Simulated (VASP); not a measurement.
# Mg2BeSeO2 (Cmmm) in VASP: a series of runs

The runs below take Mg2BeSeO2 through single point, relaxation of cell and atoms, with PBE.

All numbers are computed with VASP 6.6.1; they aren't measurements. Logs are shortened: lines on timing, memory, paths and dates and some standing lists are left out, and cuts for length are marked.

## Step 1: The cell of the first run

Symmetry: Cmmm, No. 65, orthorhombic system. Conventional cell: a = 5.012 Å, b = 8.344 Å, c = 4.037 Å, α = 90.00°, β = 90.00°, γ = 90.00°. Mg (site symmetry m2m) has 2 Be at 2.44 Å and 4 O at 2.48 Å and 3 Mg at 2.74 to 2.89 Å and 3 Se at 2.80 to 2.86 Å within 3.2 Å. Be (site symmetry mmm) has 4 O at 2.43 Å and 4 Mg at 2.44 Å within 3.2 Å. Within 3.7 Å of Se (site symmetry mmm) lie 6 Mg at 2.80 to 2.86 Å and 8 O at 3.16 Å and 4 Be at 3.22 Å. Within 3.2 Å of O (site symmetry 2/m) lie 2 Be at 2.43 Å and 4 Mg at 2.48 Å and 2 O at 2.51 Å and 4 Se at 3.16 Å.

## Step 2: Single point, PBE, collinear spin, ferromagnetic start

File INCAR:

```
SYSTEM = Mg2BeSeO2
ALGO = Normal
EDIFF = 1E-7
ENCUT = 520
GGA = PE
ISIF = 2
ISMEAR = 0
ISPIN = 2
LASPH = .TRUE.
LCHARG = .TRUE.
LELF = .TRUE.
LORBIT = 11
LREAL = .FALSE.
LVHAR = .TRUE.
LWAVE = .FALSE.
MAGMOM = 0 0 0 0 1 1
NBANDS = 25
NELM = 150
PREC = Accurate
SIGMA = 0.1
```

File KPOINTS:

```
k-points
0
G
  4 4 4
  0 0 0
```

File POSCAR:

```
Mg2BeSeO2
1.0
    2.5060496400     -4.1720910000      0.0000000000
    2.5060496400      4.1720910000      0.0000000000
    0.0000000000      0.0000000000      4.0370723900
Mg Be Se O
2 1 1 2
Direct
    0.6641809900      0.3358190100      0.0000000000
    0.3358190100      0.6641809900      0.0000000000
    0.5000000000      0.5000000000      0.5000000000
    0.0000000000      0.0000000000      0.0000000000
    0.5000000000      0.0000000000      0.5000000000
    0.0000000000      0.5000000000      0.5000000000
```

Potentials or basis: VASP PAW PBE potentials, release 64 (Mg, Be, Se, O).

On the command line:

```bash
cat potpaw_PBE.64/Mg/POTCAR potpaw_PBE.64/Be/POTCAR potpaw_PBE.64/Se/POTCAR potpaw_PBE.64/O/POTCAR > POTCAR
mpirun -np 1 vasp_std > vasp.out
```

OUTCAR:

```text
SYSTEM = Mg2BeSeO2
   EDIFF = 1E-7
   ENCUT = 520
   GGA = PE
   ISIF = 2
   ISMEAR = 0
   ISPIN = 2
   LASPH = .TRUE.
   LORBIT = 11
   LREAL = .FALSE.
   NELM = 150
   PREC = Accurate

 ion  position               nearest neighbor table
   1  0.664  0.336  0.000-   3 2.44   3 2.44   6 2.48   5 2.48   5 2.48   6 2.48   2 2.74   4 2.80
                             4 2.86   4 2.86   2 2.89   2 2.89
   2  0.336  0.664  0.000-   3 2.44   3 2.44   6 2.48   5 2.48   5 2.48   6 2.48   1 2.74   4 2.80
                             4 2.86   4 2.86   1 2.89   1 2.89
   3  0.500  0.500  0.500-   1 2.44   2 2.44   1 2.44   2 2.44
   4  0.000  0.000  0.000-   1 2.80   2 2.80   1 2.86   2 2.86   1 2.86   2 2.86
   5  0.500  0.000  0.500-   1 2.48   2 2.48   1 2.48   2 2.48
   6  0.000  0.500  0.500-   1 2.48   2 2.48   1 2.48   2 2.48

  LATTYP: Found a base centered orthorhombic cell.
 ALAT       =     5.0120992800
 B/A-ratio  =     1.6648078048
 C/A-ratio  =     0.8054653678

  Lattice vectors:

 A1 = (   2.5060496400,  -4.1720910000,   0.0000000000)
 A2 = (   2.5060496400,   4.1720910000,   0.0000000000)
 A3 = (   0.0000000000,   0.0000000000,   4.0370723900)

Analysis of symmetry for initial positions (statically):
=====================================================================
 Subroutine PRICEL returns:
 Original cell was already a primitive cell.

 Routine SETGRP: Setting up the symmetry group for a
 base centered orthorhombic supercell.

 Subroutine GETGRP returns: Found  8 space group operations
 (whereof  8 operations were pure point group operations)
 out of a pool of  8 trial point group operations.

The static configuration has the point symmetry D_2h.

Analysis of symmetry for dynamics (positions and initial velocities):
=====================================================================
 Subroutine PRICEL returns:
 Original cell was already a primitive cell.

 Routine SETGRP: Setting up the symmetry group for a
 base centered orthorhombic supercell.

 Subroutine GETGRP returns: Found  8 space group operations
 (whereof  8 operations were pure point group operations)
 out of a pool of  8 trial point group operations.

The dynamic configuration has the point symmetry D_2h.

Analysis of structural, dynamic, and magnetic symmetry:
=====================================================================
 Subroutine PRICEL returns:
 Original cell was already a primitive cell.

 Routine SETGRP: Setting up the symmetry group for a
 base centered orthorhombic supercell.

 Subroutine GETGRP returns: Found  8 space group operations
 (whereof  8 operations were pure point group operations)
 out of a pool of  8 trial point group operations.

The overall configuration has the point symmetry D_2h.

 Subroutine INISYM returns: Found  8 space group operations
 (whereof  8 operations are pure point group operations),
 and found     1 'primitive' translations

----------------------------------------------------------------------------------------

                                     Primitive cell

  volume of cell :      84.4190

  direct lattice vectors                    reciprocal lattice vectors
     2.506049640 -4.172091000  0.000000000     0.199517197 -0.119843982  0.000000000
     2.506049640  4.172091000  0.000000000     0.199517197  0.119843982  0.000000000
     0.000000000  0.000000000  4.037072390     0.000000000  0.000000000  0.247704253

  length of vectors
     4.866891011  4.866891011  4.037072390     0.232743834  0.232743834  0.247704253

  position of ions in fractional coordinates (direct lattice)
     0.664180990  0.335819010  0.000000000
     0.335819010  0.664180990  0.000000000
     0.500000000  0.500000000  0.500000000
     0.000000000  0.000000000  0.000000000
     0.500000000  0.000000000  0.500000000
     0.000000000  0.500000000  0.500000000

  ion indices of the primitive-cell ions
   primitive index   ion index
                 1           1
                 2           2
                 3           3
                 4           4
                 5           5
                 6           6

----------------------------------------------------------------------------------------

 KPOINTS: k-points

Automatic generation of k-mesh.
 Grid dimensions read from file:
 generate k-points for:    4    4    4

 Generating k-lattice:

  Cartesian coordinates                     Fractional coordinates (reciprocal lattice)
     0.049879299 -0.029960996  0.000000000     0.250000000  0.000000000  0.000000000
     0.049879299  0.029960996  0.000000000     0.000000000  0.250000000  0.000000000
     0.000000000  0.000000000  0.061926063     0.000000000  0.000000000  0.250000000

  Length of vectors
     0.058185958  0.058185958  0.061926063

  Shift w.r.t. Gamma in fractional coordinates (k-lattice)
     0.000000000  0.000000000  0.000000000

 Subroutine IBZKPT returns following result:
 ===========================================

 Found     21 irreducible k-points:

 Following reciprocal coordinates:
            Coordinates               Weight
  0.000000  0.000000  0.000000      1.000000
  0.250000  0.000000  0.000000      4.000000
  0.500000  0.000000  0.000000      2.000000
  0.250000  0.250000  0.000000      2.000000
  0.500000  0.250000  0.000000      4.000000
 -0.250000  0.250000  0.000000      2.000000
[... 13 lines left out ...]
 -0.250000  0.250000  0.500000      2.000000
  0.500000  0.500000  0.500000      1.000000
   k-points           NKPTS =     21   k-points in BZ     NKDIM =     21   number of bands    NBANDS=     25
   number of dos      NEDOS =    301   number of ions     NIONS =      6
   total plane-waves  NPLWV =  38880
   dimension x,y,z NGX =    36 NGY =   36 NGZ =   30
   dimension x,y,z NGXF=    72 NGYF=   72 NGZF=   60
   ions per type =               2   1   1   2
   NGX,Y,Z   is equivalent  to a cutoff of  12.30, 12.30, 12.35 a.u.
   NGXF,Y,Z  is equivalent  to a cutoff of  24.59, 24.59, 24.71 a.u.
 SYSTEM =  Mg2BeSeO2
   PREC   = accura    normal or accurate (medium, high low for compatibility)
   ISTART =      0    job   : 0-new  1-cont  2-samecut
   ICHARG =      2    charge: 1-file 2-atom 10-const
   ISPIN  =      2    spin polarized calculation?
   LNONCOLLINEAR =      F non collinear calculations
   LSORBIT =      F    spin-orbit coupling
   LASPH  =      T    aspherical Exc in radial PAW
   ENCUT  =  520.0 eV  38.22 Ry    6.18 a.u.   9.05  9.05  7.51*2*pi/ulx,y,z
   NELM   =    150;   NELMIN=  2; NELMDL= -5     # of ELM steps
   EDIFF  = 0.1E-06   stopping-criterion for ELM
   LREAL  =      F    real-space projection
   EDIFFG = 0.1E-05   stopping-criterion for IOM
   NSW    =      0    number of steps for IOM
   IBRION =     -1    ionic relax: 0-MD 1-quasi-New 2-CG
   NFREE  =      0    steps in history (QN), initial steepest desc. (CG)
   ISIF   =      2    stress and relaxation
   ISYM   =      2    0-nonsym 1-usesym 2-fastsym
   POTIM  = 0.5000    time-step for ionic-motion
   TEBEG  =    0.0;   TEEND  =   0.0 temperature during run
   PSTRESS=    0.0 pullay stress
   NELECT =      24.0000    total number of electrons
   NUPDOWN=      -1.0000    fix difference up-down
   EMIN   =  10.00;   EMAX   =-10.00  energy-range for DOS
   EFERMI =   0.00;   METHOD = LEGACY
   ISMEAR =     0;   SIGMA  =   0.10  broadening in eV -4-tet -1-fermi 0-gaus
   EFERMI_NEDOS =   21; number of points for ismear=-14 and -15
   IALGO  =     38    algorithm
   IMIX   =      4    mixing-type and parameters
     AMIX     =   0.40;   BMIX     =  1.00
     AMIX_MAG =   1.60;   BMIX_MAG =  1.00
  volume/ion in A,a.u.               =      14.07        94.95
  Fermi-wavevector in a.u.,A,eV,Ry     =   1.076462  2.034218 15.766020  1.158770
  Thomas-Fermi vector in A             =   2.212347
   LORBIT       =     11    0 simple, 1 ext, 2 COOP (PROOUT), +10 PAW based schemes
   GGA     = PE    functional components
   LHFCALC =     F    Hartree Fock is set to
   AEXX    =    0.0000 exact exchange contribution
   IVDW    =     0    specifies the selected vdW correction
   LEPSILON=     F    determine dielectric tensor
   LRPA    =     F    only Hartree local field effects (RPA)
 spin polarized calculation
 Gauss-broadening in eV      SIGMA  =   0.10
  energy-cutoff  :      520.00
  volume of cell :       84.42
 maximum number of plane-waves:      2306
   NGX = 19   NGY = 19   NGZ = 15

 number of electron      24.0000000 magnetization      -0.0005701

 number of electron      24.0000000 magnetization       0.0001074

 Free energy of the ion-electron system (eV)
  ---------------------------------------------------
  ext. energy  EPLUGINS =         0.00000000
  ---------------------------------------------------
  free energy    TOTEN  =       -21.34699996 eV

  energy without entropy =      -21.31983940  energy(sigma->0) =      -21.33341968

 E-fermi :   3.3269     XC(G=0):  -9.8850

 val. band max:        3.3183284793   @ k =   0.2500   0.0000   0.2500
 cond. band min:       3.3285358948   @ k =   0.5000   0.2500   0.5000
 fundamental gap:      0.0102074155
 Fermi energy:         3.3269107801

 spin component 1

 k-point     1 :       0.0000    0.0000    0.0000
  band No.  band energies     occupation
      1     -13.9760      1.00000
      2     -12.7627      1.00000
      3      -9.0285      1.00000
      4      -1.4259      1.00000
      5      -0.7946      1.00000
      6      -0.5587      1.00000
[... 16 lines left out ...]
     23      13.4944      0.00000
     24      14.0110      0.00000

 k-point     2 :       0.2500    0.0000    0.0000
  band No.  band energies     occupation
      1     -13.8134      1.00000
      2     -12.9582      1.00000
      3      -9.0118      1.00000
      4      -2.1483      1.00000
      5      -0.8717      1.00000
      6      -0.3616      1.00000
[... 16 lines left out ...]
     23      13.8260      0.00000
     24      14.0317      0.00000
[... 484 lines left out ...]
     23      14.4412      0.00000
     24      15.5219      0.00000

 k-point    21 :       0.5000    0.5000    0.5000
  band No.  band energies     occupation
      1     -13.7890      1.00000
      2     -12.7623      1.00000
      3      -8.9270      1.00000
      4      -2.3938      1.00000
      5      -2.2260      1.00000
      6      -0.7653      1.00000
[... 16 lines left out ...]
     23      14.7765      0.00000
     24      15.3609      0.00000
 Fermi energy:         3.3269107801

 spin component 2

 k-point     1 :       0.0000    0.0000    0.0000
  band No.  band energies     occupation
      1     -13.9761      1.00000
      2     -12.7628      1.00000
      3      -9.0284      1.00000
      4      -1.4260      1.00000
      5      -0.7946      1.00000
      6      -0.5587      1.00000
[... 16 lines left out ...]
     23      13.4945      0.00000
     24      14.0110      0.00000

 k-point     2 :       0.2500    0.0000    0.0000
  band No.  band energies     occupation
      1     -13.8134      1.00000
      2     -12.9583      1.00000
      3      -9.0117      1.00000
      4      -2.1483      1.00000
      5      -0.8718      1.00000
      6      -0.3616      1.00000
[... 16 lines left out ...]
     23      13.8261      0.00000
     24      14.0317      0.00000
[... 484 lines left out ...]
     23      14.4412      0.00000
     24      15.5220      0.00000

 k-point    21 :       0.5000    0.5000    0.5000
  band No.  band energies     occupation
      1     -13.7891      1.00000
      2     -12.7623      1.00000
      3      -8.9268      1.00000
      4      -2.3938      1.00000
      5      -2.2260      1.00000
      6      -0.7652      1.00000
[... 16 lines left out ...]
     23      14.7765      0.00000
     24      15.3610      0.00000
 [bands above 24 left out]

------------------------ aborting loop because EDIFF is reached ----------------------------------------

  FORCE on cell =-STRESS in cart. coord.  units (eV):
  Direction    XX          YY          ZZ          XY          YZ          ZX
  --------------------------------------------------------------------------------------
  -------------------------------------------------------------------------------------
  Total       -5.2321883      0.2295223     -3.0921897      0.0000000      0.0000000      0.0000000
  in kB      -99.3010799      4.3560764    -58.6863019      0.0000000      0.0000000      0.0000000
  external PRESSURE =     -51.2104351 kB  Pullay stress =       0.0000000 kB

 VOLUME and BASIS-vectors are now :
 -----------------------------------------------------------------------------
  energy-cutoff  :      520.00
  volume of cell :       84.42
      direct lattice vectors                 reciprocal lattice vectors
     2.506049640 -4.172091000  0.000000000     0.199517197 -0.119843982  0.000000000
     2.506049640  4.172091000  0.000000000     0.199517197  0.119843982  0.000000000
     0.000000000  0.000000000  4.037072390     0.000000000  0.000000000  0.247704253

 POSITION                                       TOTAL-FORCE (eV/Angst)
 -----------------------------------------------------------------------------------
      2.50605     -1.36996      0.00000        -0.000000     -2.637939      0.000000
      2.50605      1.36996      0.00000        -0.000000      2.637939     -0.000000
      2.50605      0.00000      2.01854        -0.000000     -0.000000      0.000000
      0.00000      0.00000      0.00000        -0.000000     -0.000000      0.000000
      1.25302     -2.08605      2.01854         0.000000      0.000000      0.000000
      1.25302      2.08605      2.01854        -0.000000      0.000000      0.000000
 -----------------------------------------------------------------------------------
    total drift:                                0.000000     -0.000000      0.000000

  FREE ENERGIE OF THE ION-ELECTRON SYSTEM (eV)
  ---------------------------------------------------
  free  energy   TOTEN  =       -21.3469999550 eV

  energy  without entropy=      -21.3198393973  energy(sigma->0) =      -21.33341968

 total charge

# of ion       s       p       d       tot
------------------------------------------
    1        0.165   0.137   0.036   0.339
    2        0.165   0.137   0.036   0.339
    3        0.374   0.359   0.000   0.732
    4        1.488   2.270   0.023   3.781
    5        1.595   3.208   0.000   4.802
    6        1.595   3.208   0.000   4.802
--------------------------------------------------
tot          5.381   9.319   0.095  14.795

 magnetization (x)

# of ion       s       p       d       tot
------------------------------------------
    1        0.000  -0.000  -0.000  -0.000
    2        0.000  -0.000  -0.000  -0.000
    3       -0.000  -0.000   0.000  -0.000
    4        0.000   0.000   0.000   0.000
    5       -0.000  -0.000   0.000  -0.000
    6       -0.000  -0.000   0.000  -0.000
--------------------------------------------------
tot         -0.000   0.000  -0.000   0.000
```

Run time: 2.4 min. Hardware: 1 thread of AMD EPYC 7R43 (Zen 3), shared host; peak memory 0.22 GiB.

What came out:

```yaml
Free_energy: -21.3470 eV
Pressure: -5.1 GPa
Largest_force: 2.638 eV/Å
Band_gap_on_the_k_mesh: zero (filled and empty bands overlap)
Net_moment: 0.00 μB per cell
Valence_electrons_inside_the_program's_atomic_spheres: Mg 0.34; Be 0.73; Se 3.78; O 4.80
```

Forces on the atoms (eV/Å):
```
Mg   0.000 -2.638  0.000
Mg   0.000  2.638  0.000
Be   0.000  0.000  0.000
Se   0.000  0.000  0.000
O    0.000  0.000  0.000
O    0.000  0.000  0.000
```

Caveat: the k points lie up to 0.39 Å⁻¹ apart; forces of over 1 eV/Å act on the atoms, so gaps and moduli don't describe the material at rest.

## Step 3: Single point, PBE, collinear spin, ferromagnetic start

This run uses another cell than the first one, of 15.59 Å³/atom, 1.108 times its volume.

File INCAR:

```
SYSTEM = Mg2BeSeO2
PREC = Accurate
ENCUT = 520
EDIFF = 1E-7
ISMEAR = 0
SIGMA = 0.1
LREAL = .False.
LASPH = .True.
NELM = 150
ALGO = Normal
ISIF = 2
LWAVE = .False.
LCHARG = .False.
ISPIN = 2
MAGMOM = 0 0 0 0 1 1
LORBIT = 11
GGA = PE
NBANDS = 25
```

File KPOINTS:

```
regular mesh
0
Gamma
  4 4 4
  0 0 0
```

File POSCAR:

```
Mg2BeSeO2
1.0
    2.6326256180     -6.2007882949      0.0000000000
    2.6326256180      6.2007882949      0.0000000000
    0.0000000000      0.0000000000      2.8642163027
Mg Be Se O
2 1 1 2
Direct
    0.7792434865      0.2207565135      0.0000000000
    0.2207565135      0.7792434865      0.0000000000
    0.5000000000      0.5000000000      0.5000000000
    0.0000000000      0.0000000000      0.0000000000
    0.5000000000      0.0000000000      0.5000000000
    0.0000000000      0.5000000000      0.5000000000
```

Potentials or basis: VASP PAW PBE potentials, release 64 (Mg, Be, Se, O).

On the command line:

```bash
cat potpaw_PBE.64/Mg/POTCAR potpaw_PBE.64/Be/POTCAR potpaw_PBE.64/Se/POTCAR potpaw_PBE.64/O/POTCAR > POTCAR
mpirun -np 1 vasp_std > vasp.out
```

It took 2.1 min on 1 thread of Intel Xeon 6975P-C (Granite Rapids), shared host; peak memory 0.33 GiB.

Results (log left out):

* Free energy: -27.3355 eV
* Pressure: -0.2 GPa
* Largest force: 0.024 eV/Å
* Net moment: -0.14 μB per cell
* Site moments: Mg +0.00; Be +0.01; Se -0.00; O -0.07 μB
* Valence electrons inside the program's atomic spheres: Mg 0.44; Be 0.55; Se 3.75; O 5.07

Forces on the atoms (eV/Å):
```
Mg   0.000  0.024  0.000
Mg   0.000 -0.024  0.000
Be   0.000  0.000  0.000
Se   0.000  0.000  0.000
O    0.000  0.000  0.000
O    0.000  0.000  0.000
```

Stress tensor (GPa, compression positive):
```
-0.35  0.00  0.00
 0.00 -0.03  0.00
 0.00  0.00 -0.23
```

Levels at points of the mesh, in eV from the Fermi level:
Spin up:
```csv
k point,band 10,band 11,band 12,band 13,band 14,band 15
"(0.00, 0.00, 0.00)",-1.08,-0.98,-0.02,2.73,3.21,3.97
"(0.50, 0.00, 0.00)",-1.07,-1.07,1.51,1.58,2.63,3.31
"(0.50, 0.50, 0.00)",-1.15,-0.98,-0.03,1.78,3.20,6.53
"(0.00, 0.00, 0.50)",-1.04,-0.98,0.06,0.09,1.89,2.76
"(0.50, 0.00, 0.50)",-1.38,-1.15,-1.06,0.70,2.96,4.30
"(0.50, 0.50, 0.50)",-0.95,-0.92,-0.03,0.11,2.19,2.55
```
Spin down:
| k point | band 9 | band 10 | band 11 | band 12 | band 13 | band 14 | band 15 | band 16 |
| --- | --- | --- | --- | --- | --- | --- | --- | --- |
| (0.00, 0.00, 0.00) | -1.19 | -1.12 | -1.04 | -0.29 | 2.73 | 3.21 | 3.96 | 5.80 |
| (0.50, 0.00, 0.00) | -1.20 | -1.13 | -1.13 | 1.53 | 1.58 | 2.64 | 3.31 | 5.60 |
| (0.50, 0.50, 0.00) | -1.56 | -1.21 | -1.04 | -0.29 | 1.82 | 3.20 | 6.53 | 6.66 |
| (0.00, 0.00, 0.50) | -1.32 | -1.04 | -1.04 | -0.18 | 0.13 | 1.92 | 2.75 | 4.37 |
| (0.50, 0.00, 0.50) | -2.16 | -1.49 | -1.26 | -1.06 | 0.70 | 3.01 | 4.31 | 5.37 |
| (0.50, 0.50, 0.50) | -0.99 | -0.96 | -0.95 | -0.17 | 0.04 | 2.21 | 2.55 | 3.47 |

Caveat: the k points lie up to 0.55 Å⁻¹ apart.

[end of part 1 of 2]
